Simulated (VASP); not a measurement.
# Mn (Im-3m) in VASP: single point with r2SCAN

Aim: the single point of Mn with r2SCAN.

All numbers are computed with VASP 6.6.1; they aren't measurements. Logs are shortened: lines on timing, memory, paths and dates and some standing lists are left out, and cuts for length are marked.

## (1) The cell of the first run

The structure is cubic, space group Im-3m (No. 229). Conventional cell: a = 2.740 Å, b = 2.740 Å, c = 2.740 Å, α = 90.00°, β = 90.00°, γ = 90.00°. Mn (site symmetry m-3m) has 14 Mn at 2.37 to 2.74 Å within 3.1 Å.

## (2) Single point, r2SCAN, collinear spin, ferrimagnetic start

File POSCAR:

```
Mn
1.0
    2.7400000000      0.0000000000      0.0000000000
    0.0000000000      2.7400000000      0.0000000000
    0.0000000000      0.0000000000      2.7400000000
Mn
2
Direct
    0.0000000000      0.0000000000      0.0000000000
    0.5000000000      0.5000000000      0.5000000000
```

File INCAR.step1:

```
  PREC = Accurate
  ENCUT = 550
  ISMEAR = -1
  SIGMA = 0.05
  LREAL = False
  LASPH = True
  NELM = 200
  ISPIN = 2
  MAGMOM = 3.3 -1.3
  LMAXMIX = 4
  NBANDS = 24
  GGA = PE
  ALGO = Normal
  EDIFF = 1E-5
  LWAVE = True
  LCHARG = False
  GGA_COMPAT = False
```

File INCAR.step2:

```
  PREC = Accurate
  ENCUT = 550
  EDIFF = 1E-6
  ISMEAR = -1
  SIGMA = 0.05
  LREAL = False
  LASPH = True
  NELM = 200
  ALGO = Normal
  ISIF = 2
  LWAVE = False
  LCHARG = False
  ISPIN = 2
  MAGMOM = 3.3 -1.3
  LORBIT = 11
  LMAXMIX = 4
  METAGGA = R2SCAN
  LMIXTAU = True
  NBANDS = 24
  ISTART = 1
  GGA_COMPAT = False
```

File KPOINTS:

```
regular mesh
0
Gamma
  6 6 6
```

Potentials or basis: VASP PAW PBE potentials, release 64 (Mn_pv).

On the command line:

```sh
> cat potpaw_PBE.64/Mn_pv/POTCAR > POTCAR
> cp INCAR.step1 INCAR
> mpirun -np 1 vasp_std > vasp.out
> cp INCAR.step2 INCAR
> mpirun -np 1 vasp_std > vasp.out
```

OUTCAR:

```text
PREC = Accurate
   ENCUT = 550
   EDIFF = 1E-6
   ISMEAR = -1
   LREAL = False
   LASPH = True
   NELM = 200
   ISIF = 2
   ISPIN = 2
   LORBIT = 11
   METAGGA = R2SCAN
   ISTART = 1

 ion  position               nearest neighbor table
   1  0.000  0.000  0.000-   2 2.37   2 2.37   2 2.37   2 2.37   2 2.37   2 2.37   2 2.37   2 2.37

   2  0.500  0.500  0.500-   1 2.37   1 2.37   1 2.37   1 2.37   1 2.37   1 2.37   1 2.37   1 2.37

  LATTYP: Found a simple cubic cell.
 ALAT       =     2.7400000000

  Lattice vectors:

 A1 = (   2.7400000000,   0.0000000000,   0.0000000000)
 A2 = (   0.0000000000,   2.7400000000,   0.0000000000)
 A3 = (   0.0000000000,   0.0000000000,   2.7400000000)

Analysis of symmetry for initial positions (statically):
=====================================================================
 Subroutine PRICEL returns following result:

  LATTYP: Found a body centered cubic cell.
 ALAT       =     2.7400000000

  Lattice vectors:

 A1 = (   1.3700000000,   1.3700000000,  -1.3700000000)
 A2 = (  -1.3700000000,   1.3700000000,   1.3700000000)
 A3 = (   1.3700000000,  -1.3700000000,   1.3700000000)

   2 primitive cells build up your supercell.

 Routine SETGRP: Setting up the symmetry group for a
 simple cubic supercell.

 Subroutine GETGRP returns: Found 48 space group operations
 (whereof 48 operations were pure point group operations)
 out of a pool of 48 trial point group operations.

The static configuration has the point symmetry O_h .

Analysis of symmetry for dynamics (positions and initial velocities):
=====================================================================
 Subroutine PRICEL returns following result:

  LATTYP: Found a body centered cubic cell.
 ALAT       =     2.7400000000

  Lattice vectors:

 A1 = (   1.3700000000,   1.3700000000,  -1.3700000000)
 A2 = (  -1.3700000000,   1.3700000000,   1.3700000000)
 A3 = (   1.3700000000,  -1.3700000000,   1.3700000000)

   2 primitive cells build up your supercell.

 Routine SETGRP: Setting up the symmetry group for a
 simple cubic supercell.

 Subroutine GETGRP returns: Found 48 space group operations
 (whereof 48 operations were pure point group operations)
 out of a pool of 48 trial point group operations.

The dynamic configuration has the point symmetry O_h .

Analysis of structural, dynamic, and magnetic symmetry:
=====================================================================
 Subroutine PRICEL returns:
 Original cell was already a primitive cell.

 Routine SETGRP: Setting up the symmetry group for a
 simple cubic supercell.

 Subroutine GETGRP returns: Found 48 space group operations
 (whereof 48 operations were pure point group operations)
 out of a pool of 48 trial point group operations.

The overall configuration has the point symmetry O_h .

 Subroutine INISYM returns: Found 48 space group operations
 (whereof 48 operations are pure point group operations),
 and found     1 'primitive' translations

----------------------------------------------------------------------------------------

                                     Primitive cell

  volume of cell :      20.5708

  direct lattice vectors                    reciprocal lattice vectors
     2.740000000  0.000000000  0.000000000     0.364963504  0.000000000  0.000000000
     0.000000000  2.740000000  0.000000000     0.000000000  0.364963504  0.000000000
     0.000000000  0.000000000  2.740000000     0.000000000  0.000000000  0.364963504

  length of vectors
     2.740000000  2.740000000  2.740000000     0.364963504  0.364963504  0.364963504

  position of ions in fractional coordinates (direct lattice)
     0.000000000  0.000000000  0.000000000
     0.500000000  0.500000000  0.500000000

  ion indices of the primitive-cell ions
   primitive index   ion index
                 1           1
                 2           2

----------------------------------------------------------------------------------------

 KPOINTS: regular mesh

Automatic generation of k-mesh.
 Grid dimensions read from file:
 generate k-points for:    6    6    6

 Generating k-lattice:

  Cartesian coordinates                     Fractional coordinates (reciprocal lattice)
     0.060827251  0.000000000  0.000000000     0.166666667  0.000000000  0.000000000
     0.000000000  0.060827251  0.000000000     0.000000000  0.166666667  0.000000000
     0.000000000  0.000000000  0.060827251     0.000000000  0.000000000  0.166666667

  Length of vectors
     0.060827251  0.060827251  0.060827251

  Shift w.r.t. Gamma in fractional coordinates (k-lattice)
     0.000000000  0.000000000  0.000000000

 Subroutine IBZKPT returns following result:
 ===========================================

 Found     20 irreducible k-points:

 Following reciprocal coordinates:
            Coordinates               Weight
  0.000000  0.000000  0.000000      1.000000
  0.166667  0.000000  0.000000      6.000000
  0.333333  0.000000  0.000000      6.000000
  0.500000  0.000000  0.000000      3.000000
  0.166667  0.166667  0.000000     12.000000
  0.333333  0.166667  0.000000     24.000000
[... 12 lines left out ...]
  0.500000  0.500000  0.333333      6.000000
  0.500000  0.500000  0.500000      1.000000
   k-points           NKPTS =     20   k-points in BZ     NKDIM =     20   number of bands    NBANDS=     24
   number of dos      NEDOS =    301   number of ions     NIONS =      2
   total plane-waves  NPLWV =  13824
   dimension x,y,z NGX =    24 NGY =   24 NGZ =   24
   dimension x,y,z NGXF=    48 NGYF=   48 NGZF=   48
   ions per type =               2
   NGX,Y,Z   is equivalent  to a cutoff of  14.56, 14.56, 14.56 a.u.
   NGXF,Y,Z  is equivalent  to a cutoff of  29.12, 29.12, 29.12 a.u.
 SYSTEM =  unknown system
   PREC   = accura    normal or accurate (medium, high low for compatibility)
   ISTART =      1    job   : 0-new  1-cont  2-samecut
   ICHARG =      0    charge: 1-file 2-atom 10-const
   ISPIN  =      2    spin polarized calculation?
   LNONCOLLINEAR =      F non collinear calculations
   LSORBIT =      F    spin-orbit coupling
   LASPH  =      T    aspherical Exc in radial PAW
   ENCUT  =  550.0 eV  40.42 Ry    6.36 a.u.   5.24  5.24  5.24*2*pi/ulx,y,z
   NELM   =    200;   NELMIN=  2; NELMDL=  0     # of ELM steps
   EDIFF  = 0.1E-05   stopping-criterion for ELM
   LREAL  =      F    real-space projection
   EDIFFG = 0.1E-04   stopping-criterion for IOM
   NSW    =      0    number of steps for IOM
   IBRION =     -1    ionic relax: 0-MD 1-quasi-New 2-CG
   NFREE  =      0    steps in history (QN), initial steepest desc. (CG)
   ISIF   =      2    stress and relaxation
   ISYM   =      2    0-nonsym 1-usesym 2-fastsym
   POTIM  = 0.5000    time-step for ionic-motion
   TEBEG  =    0.0;   TEEND  =   0.0 temperature during run
   PSTRESS=    0.0 pullay stress
   NELECT =      26.0000    total number of electrons
   NUPDOWN=      -1.0000    fix difference up-down
   EMIN   =  10.00;   EMAX   =-10.00  energy-range for DOS
   EFERMI =   0.00;   METHOD = LEGACY
   ISMEAR =    -1;   SIGMA  =   0.05  broadening in eV -4-tet -1-fermi 0-gaus
   EFERMI_NEDOS =   21; number of points for ismear=-14 and -15
   IALGO  =     38    algorithm
   IMIX   =      4    mixing-type and parameters
     AMIX     =   0.40;   BMIX     =  1.00
     AMIX_MAG =   1.60;   BMIX_MAG =  1.00
  volume/ion in A,a.u.               =      10.29        69.41
  Fermi-wavevector in a.u.,A,eV,Ry     =   1.770036  3.344883 42.627417  3.133027
  Thomas-Fermi vector in A             =   2.836906
   LORBIT       =     11    0 simple, 1 ext, 2 COOP (PROOUT), +10 PAW based schemes
   METAGGA = R2SCAN    functional components
   LHFCALC =     F    Hartree Fock is set to
   AEXX    =    0.0000 exact exchange contribution
   IVDW    =     0    specifies the selected vdW correction
   LEPSILON=     F    determine dielectric tensor
   LRPA    =     F    only Hartree local field effects (RPA)
 spin polarized calculation
  energy-cutoff  :      550.00
  volume of cell :       20.57
 maximum number of plane-waves:       624
 NGX is ok and might be reduce to    24
   NGX = 11   NGY = 11   NGZ = 11

 number of electron      25.9999972 magnetization       2.0056870

 Free energy of the ion-electron system (eV)
  ---------------------------------------------------
  ext. energy  EPLUGINS =         0.00000000
  ---------------------------------------------------
  free energy    TOTEN  =       -28.62144827 eV

  energy without entropy =      -28.59932824  energy(sigma->0) =      -28.61038826

 E-fermi :  11.2211     XC(G=0): -15.6904

 val. band max:       11.2210046061   @ k =   0.5000   0.5000   0.1667
 cond. band min:      11.2218150799   @ k =   0.5000   0.5000   0.1667
 fundamental gap:      0.0008104738
 Fermi energy:        11.2210817388

 spin component 1

 k-point     1 :       0.0000    0.0000    0.0000
  band No.  band energies     occupation
      1     -39.6383      1.00000
      2     -39.6383      1.00000
      3     -39.6383      1.00000
      4     -39.0220      1.00000
      5     -39.0220      1.00000
      6     -39.0220      1.00000
[... 16 lines left out ...]
     23      36.3528      0.00000
     24      36.3528      0.00000
[... 489 lines left out ...]
      1     -39.4620      1.00000
      2     -39.4620      1.00000
      3     -39.4620      1.00000
      4     -39.4603      1.00000
      5     -39.4603      1.00000
      6     -39.4603      1.00000
[... 16 lines left out ...]
     23      24.9010      0.00000
     24      24.9019      0.00000
 Fermi energy:        11.2210817388

 spin component 2

 k-point     1 :       0.0000    0.0000    0.0000
  band No.  band energies     occupation
      1     -38.0807      1.00000
      2     -38.0807      1.00000
      3     -38.0807      1.00000
      4     -37.4266      1.00000
      5     -37.4266      1.00000
      6     -37.4266      1.00000
[... 16 lines left out ...]
     23      36.2708      0.00000
     24      36.2708      0.00000
[... 490 lines left out ...]
      2     -37.8989      1.00000
      3     -37.8989      1.00000
      4     -37.8973      1.00000
      5     -37.8973      1.00000
      6     -37.8973      1.00000
[... 16 lines left out ...]
     23      25.6004      0.00000
     24      25.6009      0.00000

------------------------ aborting loop because EDIFF is reached ----------------------------------------

  FORCE on cell =-STRESS in cart. coord.  units (eV):
  Direction    XX          YY          ZZ          XY          YZ          ZX
  --------------------------------------------------------------------------------------
  -------------------------------------------------------------------------------------
  Total        1.7312217      1.7312217      1.7312217     -0.0000000      0.0000000      0.0000000
  in kB      134.8377775    134.8377775    134.8377775     -0.0000000      0.0000000      0.0000000
  external PRESSURE =     134.8377775 kB  Pullay stress =       0.0000000 kB

 VOLUME and BASIS-vectors are now :
 -----------------------------------------------------------------------------
  energy-cutoff  :      550.00
  volume of cell :       20.57
      direct lattice vectors                 reciprocal lattice vectors
     2.740000000  0.000000000  0.000000000     0.364963504  0.000000000  0.000000000
     0.000000000  2.740000000  0.000000000     0.000000000  0.364963504  0.000000000
     0.000000000  0.000000000  2.740000000     0.000000000  0.000000000  0.364963504

 POSITION                                       TOTAL-FORCE (eV/Angst)
 -----------------------------------------------------------------------------------
      0.00000      0.00000      0.00000         0.000000      0.000000      0.000000
      1.37000      1.37000      1.37000         0.000000      0.000000      0.000000
 -----------------------------------------------------------------------------------
    total drift:                                0.000000      0.000000     -0.000000

  FREE ENERGIE OF THE ION-ELECTRON SYSTEM (eV)
  ---------------------------------------------------
  free  energy   TOTEN  =       -28.6214482689 eV

  energy  without entropy=      -28.5993282440  energy(sigma->0) =      -28.61038826

 total charge

# of ion       s       p       d       tot
------------------------------------------
    1        0.469   6.450   5.178  12.097
    2        0.469   6.450   5.178  12.097
--------------------------------------------------
tot          0.938  12.901  10.356  24.195

 magnetization (x)

# of ion       s       p       d       tot
------------------------------------------
    1       -0.011  -0.037   1.070   1.023
    2       -0.011  -0.037   1.068   1.020
--------------------------------------------------
tot         -0.022  -0.073   2.138   2.043
```

Run time: 56 s. Hardware: 1 thread of Intel Xeon Platinum 8375C at 2.90GHz (Ice Lake), shared host; peak memory 0.16 GiB.

What came out:

| Property | Result |
| --- | --- |
| Free energy | -28.6214 eV |
| Pressure | 13.5 GPa |
| Band gap on the k mesh | zero (filled and empty bands overlap) |
| Net moment | 2.01 μB per cell |
| Site moments | Mn +1.02 μB |
| Valence electrons inside the program's atomic spheres | Mn 12.10 |

Caveat: the k points lie up to 0.38 Å⁻¹ apart; the PAW data sets were made with another functional, which shifts forces and pressure a little.
